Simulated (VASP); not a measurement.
Runs of VASP 6.6.1 on YS. The structure is that of space group Fm-3m (No. 225), or close to it. The cells are those of the table. 

| task | cell | k mesh for the DOS | occupations for the DOS | gap on the mesh (eV) | pressure (GPa) |
| --- | --- | --- | --- | --- | --- |
| electric field gradients | a = 3.801 Å, angles 60.0°, 2 atoms | - | - | none | (a) |
| electric field gradients | a = 3.880 Å, angles 60.0°, 2 atoms | - | - | none | -3.8 |
| single point | a = 3.893 Å, angles 60.0°, 2 atoms | - | - | none | -4.7 |
| electric field gradients | a = 3.893 Å, angles 60.0°, 2 atoms | - | - | none | -4.7 |

Alike in all rows: level LDA; potentials or basis VASP PAW LDA potentials, release 64 (Y_sv, S); no spin polarisation; k mesh 8 × 8 × 8; cutoff (eV) 520; smearing fermi-dirac 0.01 eV.

Q: Fill in the values left out.

A: (a) 2.9.

A k mesh can miss the band edges, and the runs leave out spin-orbit coupling on Y.

A gap of «none» marks levels without a gap at the run's occupations.
